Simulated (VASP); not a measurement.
# Al (a cell with a defect) in VASP: single point with r2SCAN

Aim: the single point of Al (a cell with a defect) with r2SCAN.

Program: VASP 6.6.1. These are calculated values, not measurements. Logs are shortened: lines on timing, memory, paths and dates and some standing lists are left out, and cuts for length are marked.

### 1 The cell of the first run

The cell holds a defect, 31 atoms: a = 8.100 Å, b = 8.100 Å, c = 8.100 Å, α = 90.00°, β = 90.00°, γ = 90.00°.

### 2 Single point, r2SCAN

Input file POSCAR:

```
Al
1.0
    8.1000000000      0.0000000000      0.0000000000
    0.0000000000      8.1000000000      0.0000000000
    0.0000000000      0.0000000000      8.1000000000
Al
31
Direct
    0.4979016049      0.0000176543     -0.0032411111
    0.7504801235      0.2530451852     -0.0031498765
    0.0034002469     -0.0002032099     -0.0029511111
    0.2505392593      0.2525958025     -0.0028196296
    0.4980554321      0.5000929630     -0.0030112346
    0.7506576543      0.7473785185     -0.0029570370
    0.2504885185      0.0001269136      0.2496948148
    0.4980376543      0.2527570370      0.2497206173
    0.7506437037      0.4999702469      0.2496114815
    0.4978717284      0.0002466667      0.5021900000
    0.7504446914      0.2524079012      0.5020690123
    0.7507114815      0.0000850617      0.7496227160
    0.0034133333      0.5001141975     -0.0027654321
    0.2504946914      0.7476724691     -0.0028529630
    0.0035181481      0.2527734568      0.2498576543
    0.2506000000      0.5001362963      0.2497332099
    0.4978143210      0.7471975309      0.2495027160
    0.0032401235      0.0000432099      0.5021509877
    0.2504780247      0.2526227160      0.5021298765
    0.4982839506      0.5001793827      0.5021683951
    0.7505181481      0.7472967901      0.5023385185
    0.2505723457      0.0000920988      0.7494830864
    0.4983416049      0.2526524691      0.7495235802
    0.7507133333      0.5001008642      0.7495064198
    0.0032840741      0.7475139506      0.2494787654
    0.0031365432      0.5001200000      0.5021150617
    0.2505379012      0.7475030864      0.5022418519
    0.0033944444      0.2526130864      0.7495212346
    0.2505923457      0.5001335802      0.7494749383
    0.4982051852      0.7475164198      0.7493988889
    0.0033419753      0.7476532099      0.7495306173
```

Input file INCAR.step1:

```
PREC = Accurate
ENCUT = 520
ISMEAR = -1
SIGMA = 0.05
LREAL = Auto
LASPH = T
NELM = 80
NBANDS = 68
GGA = PE
ALGO = Normal
EDIFF = 1E-4
LWAVE = T
LCHARG = F
```

Input file INCAR.step2:

```
PREC = Accurate
ENCUT = 520
EDIFF = 1E-7
ISMEAR = -1
SIGMA = 0.05
LREAL = Auto
LASPH = T
NELM = 80
ALGO = Normal
ISIF = 2
LWAVE = F
LCHARG = T
METAGGA = R2SCAN
LMIXTAU = T
LELF = T
LVHAR = T
NBANDS = 68
ISTART = 1
```

Input file KPOINTS:

```
regular mesh
0
Gamma
  2 2 2
```

Potentials or basis: VASP PAW PBE potentials, release 64 (Al).

On the command line:

```bash
$ cat potpaw_PBE.64/Al/POTCAR > POTCAR
$ cp INCAR.step1 INCAR
$ mpirun -np 1 vasp_std > vasp.out
$ cp INCAR.step2 INCAR
$ mpirun -np 1 vasp_std > vasp.out
```

OUTCAR:

```text
PREC = Accurate
   ENCUT = 520
   EDIFF = 1E-7
   ISMEAR = -1
   LREAL = Auto
   LASPH = T
   NELM = 80
   ISIF = 2
   METAGGA = R2SCAN
   ISTART = 1

 ion  position               nearest neighbor table
   1  0.498  0.000  0.997-  22 2.83  14 2.86  30 2.86  23 2.86   4 2.86  12 2.86   7 2.87   6 2.89
                            17 2.90   2 2.90   8 2.90
   2  0.750  0.253  0.997-  24 2.83  23 2.86   5 2.86   9 2.86  13 2.86  12 2.87  28 2.87   8 2.89
                             1 2.90  15 2.90   3 2.90
   3  0.003  1.000  0.997-  22 2.83  14 2.86  31 2.86   7 2.86   4 2.86  12 2.86  28 2.87  25 2.89
                             6 2.89  15 2.90   2 2.90
   4  0.251  0.253  0.997-  13 2.83  28 2.83   5 2.84  29 2.84  23 2.84  15 2.86   1 2.86   3 2.86
                             8 2.86  16 2.86  22 2.87   7 2.89
   5  0.498  0.500  0.997-  23 2.83  29 2.84  30 2.84   4 2.84  14 2.84   2 2.86  17 2.86   6 2.86
                             8 2.86  24 2.86  16 2.87   9 2.89
   6  0.751  0.747  0.997-  24 2.83   5 2.86   9 2.86  13 2.86  30 2.86  12 2.86  31 2.87  25 2.89
                             3 2.89  17 2.89   1 2.89
   7  0.250  0.000  0.250-  15 2.86  18 2.86   3 2.86  25 2.86  10 2.86   8 2.86  17 2.87   1 2.87
                            19 2.89   4 2.89  14 2.89  27 2.89
   8  0.498  0.253  0.250-  16 2.83   9 2.86  20 2.86  19 2.86   4 2.86   5 2.86   7 2.86  11 2.89
                            10 2.89   2 2.89   1 2.90
   9  0.751  0.500  0.250-   2 2.86   8 2.86   6 2.86  11 2.86  21 2.86  17 2.86  15 2.86  25 2.86
[... 31 lines left out ...]
  25  0.003  0.748  0.249-  16 2.83  14 2.86  13 2.86   7 2.86  27 2.86  26 2.86   9 2.86   3 2.89
                             6 2.89  18 2.89  21 2.90
  26  0.003  0.500  0.502-  27 2.83  29 2.83  19 2.83  28 2.83  31 2.83  15 2.86  21 2.86  24 2.86
                            16 2.86  25 2.86  11 2.87   9 2.89
  27  0.251  0.748  0.502-  31 2.83  29 2.83  26 2.83  30 2.83  20 2.84  22 2.86  18 2.86  16 2.86
                            17 2.86  25 2.86  10 2.86   7 2.89
  28  0.003  0.253  0.750-  19 2.83  29 2.83   4 2.83  26 2.83  13 2.84  22 2.86  18 2.86  24 2.86
                             2 2.87   3 2.87  11 2.87  12 2.89
  29  0.251  0.500  0.749-  27 2.83  28 2.83  31 2.83  26 2.83  19 2.83  13 2.83   5 2.84  30 2.84
                            20 2.84  14 2.84  23 2.84   4 2.84
  30  0.498  0.748  0.749-  20 2.83  27 2.83  29 2.84   5 2.84  14 2.84  21 2.86   1 2.86  24 2.86
                            10 2.86   6 2.86  22 2.87  12 2.89
  31  0.003  0.748  0.750-  27 2.83  14 2.83  29 2.83  26 2.83  13 2.84   3 2.86  22 2.86  18 2.86
                            21 2.86  24 2.86   6 2.87  12 2.89

  LATTYP: Found a simple cubic cell.
 ALAT       =     8.1000000000

  Lattice vectors:

 A1 = (   8.1000000000,   0.0000000000,   0.0000000000)
 A2 = (   0.0000000000,   8.1000000000,   0.0000000000)
 A3 = (   0.0000000000,   0.0000000000,   8.1000000000)

Analysis of symmetry for initial positions (statically):
=====================================================================
 Subroutine PRICEL returns:
 Original cell was already a primitive cell.

 Routine SETGRP: Setting up the symmetry group for a
 simple cubic supercell.

 Subroutine GETGRP returns: Found  1 space group operations
 (whereof  1 operations were pure point group operations)
 out of a pool of 48 trial point group operations.

The static configuration has the point symmetry C_1 .

Analysis of symmetry for dynamics (positions and initial velocities):
=====================================================================
 Subroutine PRICEL returns:
 Original cell was already a primitive cell.

 Routine SETGRP: Setting up the symmetry group for a
 simple cubic supercell.

 Subroutine GETGRP returns: Found  1 space group operations
 (whereof  1 operations were pure point group operations)
 out of a pool of 48 trial point group operations.

The dynamic configuration has the point symmetry C_1 .

 Subroutine INISYM returns: Found  1 space group operations
 (whereof  1 operations are pure point group operations),
 and found     1 'primitive' translations

----------------------------------------------------------------------------------------

                                     Primitive cell

  volume of cell :     531.4410

  direct lattice vectors                    reciprocal lattice vectors
     8.100000000  0.000000000  0.000000000     0.123456790  0.000000000  0.000000000
[... 74 lines left out ...]

 KPOINTS: regular mesh

Automatic generation of k-mesh.
 Grid dimensions read from file:
 generate k-points for:    2    2    2

 Generating k-lattice:

  Cartesian coordinates                     Fractional coordinates (reciprocal lattice)
     0.061728395  0.000000000  0.000000000     0.500000000  0.000000000  0.000000000
     0.000000000  0.061728395  0.000000000     0.000000000  0.500000000  0.000000000
     0.000000000  0.000000000  0.061728395     0.000000000  0.000000000  0.500000000

  Length of vectors
     0.061728395  0.061728395  0.061728395

  Shift w.r.t. Gamma in fractional coordinates (k-lattice)
     0.000000000  0.000000000  0.000000000

 Subroutine IBZKPT returns following result:
 ===========================================

 Found      8 irreducible k-points:

 Following reciprocal coordinates:
            Coordinates               Weight
  0.000000  0.000000  0.000000      1.000000
  0.500000  0.000000  0.000000      1.000000
  0.000000  0.500000  0.000000      1.000000
  0.000000  0.000000  0.500000      1.000000
  0.500000  0.500000  0.000000      1.000000
  0.000000  0.500000  0.500000      1.000000
  0.500000  0.000000  0.500000      1.000000
  0.500000  0.500000  0.500000      1.000000
   k-points           NKPTS =      8   k-points in BZ     NKDIM =      8   number of bands    NBANDS=     68
   number of dos      NEDOS =    301   number of ions     NIONS =     31
   total plane-waves  NPLWV = 216000
   dimension x,y,z NGX =    60 NGY =   60 NGZ =   60
   dimension x,y,z NGXF=   120 NGYF=  120 NGZF=  120
   ions per type =              31
   NGX,Y,Z   is equivalent  to a cutoff of  12.31, 12.31, 12.31 a.u.
   NGXF,Y,Z  is equivalent  to a cutoff of  24.63, 24.63, 24.63 a.u.
 SYSTEM =  unknown system
   PREC   = accura    normal or accurate (medium, high low for compatibility)
   ISTART =      1    job   : 0-new  1-cont  2-samecut
   ICHARG =      0    charge: 1-file 2-atom 10-const
   ISPIN  =      1    spin polarized calculation?
   LNONCOLLINEAR =      F non collinear calculations
   LSORBIT =      F    spin-orbit coupling
   LASPH  =      T    aspherical Exc in radial PAW
   ENCUT  =  520.0 eV  38.22 Ry    6.18 a.u.  15.06 15.06 15.06*2*pi/ulx,y,z
   NELM   =     80;   NELMIN=  2; NELMDL=  0     # of ELM steps
   EDIFF  = 0.1E-06   stopping-criterion for ELM
   LREAL  =      T    real-space projection
   EDIFFG = 0.1E-05   stopping-criterion for IOM
   NSW    =      0    number of steps for IOM
   IBRION =     -1    ionic relax: 0-MD 1-quasi-New 2-CG
   NFREE  =      0    steps in history (QN), initial steepest desc. (CG)
   ISIF   =      2    stress and relaxation
   ISYM   =      2    0-nonsym 1-usesym 2-fastsym
   POTIM  = 0.5000    time-step for ionic-motion
   TEBEG  =    0.0;   TEEND  =   0.0 temperature during run
   PSTRESS=    0.0 pullay stress
   NELECT =      93.0000    total number of electrons
   NUPDOWN=      -1.0000    fix difference up-down
   EMIN   =  10.00;   EMAX   =-10.00  energy-range for DOS
   EFERMI =   0.00;   METHOD = LEGACY
   ISMEAR =    -1;   SIGMA  =   0.05  broadening in eV -4-tet -1-fermi 0-gaus
   EFERMI_NEDOS =   21; number of points for ismear=-14 and -15
   IALGO  =     38    algorithm
   IMIX   =      4    mixing-type and parameters
     AMIX     =   0.40;   BMIX     =  1.00
     AMIX_MAG =   1.60;   BMIX_MAG =  1.00
  volume/ion in A,a.u.               =      17.14       115.69
  Fermi-wavevector in a.u.,A,eV,Ry     =   0.915695  1.730412 11.408446  0.838497
  Thomas-Fermi vector in A             =   2.040466
   LORBIT       =      0    0 simple, 1 ext, 2 COOP (PROOUT), +10 PAW based schemes
   METAGGA = R2SCAN    functional components
   LHFCALC =     F    Hartree Fock is set to
   AEXX    =    0.0000 exact exchange contribution
   IVDW    =     0    specifies the selected vdW correction
   LEPSILON=     F    determine dielectric tensor
   LRPA    =     F    only Hartree local field effects (RPA)
 non-spin polarized calculation
  energy-cutoff  :      520.00
  volume of cell :      531.44
 maximum number of plane-waves:     14400
   NGX = 31   NGY = 31   NGZ = 31

 number of electron      93.0000000 magnetization

 Free energy of the ion-electron system (eV)
  ---------------------------------------------------
  ext. energy  EPLUGINS =         0.00000000
  ---------------------------------------------------
  free energy    TOTEN  =      -207.10373826 eV

  energy without entropy =     -206.89572591  energy(sigma->0) =     -206.99973208

 E-fermi :   7.2721     XC(G=0): -10.7056

 val. band max:        7.2708334430   @ k =   0.5000   0.5000   0.5000
 cond. band min:       7.2747428743   @ k =   0.5000   0.5000   0.5000
 fundamental gap:      0.0039094313
 Fermi energy:         7.2721305890

 k-point     1 :       0.0000    0.0000    0.0000
  band No.  band energies     occupation
      1      -4.0762      2.00000
      2      -1.8003      2.00000
      3      -1.7998      2.00000
      4      -1.7318      2.00000
      5      -1.7300      2.00000
      6      -1.7292      2.00000
[... 477 lines left out ...]
     57      11.2358      0.00000
     58      11.3154      0.00000
 [bands above 58 left out]

------------------------ aborting loop because EDIFF is reached ----------------------------------------

  FORCE on cell =-STRESS in cart. coord.  units (eV):
  Direction    XX          YY          ZZ          XY          YZ          ZX
  --------------------------------------------------------------------------------------
  -------------------------------------------------------------------------------------
  Total      -14.4376235    -14.4637800    -14.4480593     -0.0090036      0.0198137     -0.0134538
  in kB      -43.5262486    -43.6051046    -43.5577101     -0.0271438      0.0597339     -0.0405601
  external PRESSURE =     -43.5630211 kB  Pullay stress =       0.0000000 kB

 VOLUME and BASIS-vectors are now :
 -----------------------------------------------------------------------------
  energy-cutoff  :      520.00
  volume of cell :      531.44
      direct lattice vectors                 reciprocal lattice vectors
     8.100000000  0.000000000  0.000000000     0.123456790  0.000000000  0.000000000
     0.000000000  8.100000000  0.000000000     0.000000000  0.123456790  0.000000000
     0.000000000  0.000000000  8.100000000     0.000000000  0.000000000  0.123456790

 POSITION                                       TOTAL-FORCE (eV/Angst)
 -----------------------------------------------------------------------------------
      4.03300      0.00014      8.07375        -0.012382      0.000325     -0.004201
      6.07889      2.04967      8.07449         0.007179      0.001827     -0.008539
      0.02754      8.09835      8.07610         0.001082      0.008860     -0.011580
      2.02937      2.04603      8.07716         0.003134      0.004927     -0.007507
      4.03425      4.05075      8.07561        -0.006691      0.002330     -0.001975
      6.08033      6.05377      8.07605        -0.000673     -0.008624     -0.011809
[... 23 lines left out ...]
      4.03546      6.05488      6.07013        -0.008470     -0.002835      0.006287
      0.02707      6.05599      6.07120        -0.002948     -0.008223      0.001117
 -----------------------------------------------------------------------------------
    total drift:                                0.027589      0.001958     -0.014090

  FREE ENERGIE OF THE ION-ELECTRON SYSTEM (eV)
  ---------------------------------------------------
  free  energy   TOTEN  =      -207.1037382557 eV

  energy  without entropy=     -206.8957259050  energy(sigma->0) =     -206.99973208
```

Run time: 29 min. Hardware: 1 thread of Oxide Virtual Turin-like, shared host; peak memory 0.59 GiB.

Results:

```
Free energy            : -207.1037 eV
Pressure               : -4.4 GPa
Largest force          : 0.023 eV/Å
Band gap on the k mesh : zero (an odd number of electrons rules out a gap without spin polarisation)
```

Forces in eV/Å, atoms in the order of the input:
```
Al  -0.012  0.000 -0.004
Al   0.007  0.002 -0.009
Al   0.001  0.009 -0.012
Al   0.003  0.005 -0.008
Al  -0.007  0.002 -0.002
Al  -0.001 -0.009 -0.012
Al   0.010 -0.001 -0.003
Al  -0.016  0.008 -0.002
Al   0.007  0.003 -0.002
Al  -0.012 -0.004  0.011
Al   0.006  0.017  0.014
Al   0.006  0.000 -0.002
Al  -0.004 -0.002 -0.007
Al   0.008 -0.009 -0.009
Al   0.000  0.010 -0.006
Al   0.005 -0.001 -0.004
Al  -0.011 -0.004  0.001
Al   0.008 -0.001  0.015
Al   0.008  0.006  0.007
Al  -0.010 -0.005  0.004
Al   0.006 -0.007  0.007
Al   0.007  0.002 -0.002
Al  -0.014  0.005  0.000
Al   0.006 -0.001 -0.002
Al   0.004 -0.013  0.006
Al   0.002  0.000  0.007
Al   0.002 -0.003  0.000
Al  -0.005  0.003  0.005
Al   0.006 -0.001  0.001
Al  -0.008 -0.003  0.006
Al  -0.003 -0.008  0.001
```

Caveat: the k points lie up to 0.39 Å⁻¹ apart, too coarse for converged energies and pressures of a metal; the PAW data sets were made with another functional, which shifts forces and pressure a little.
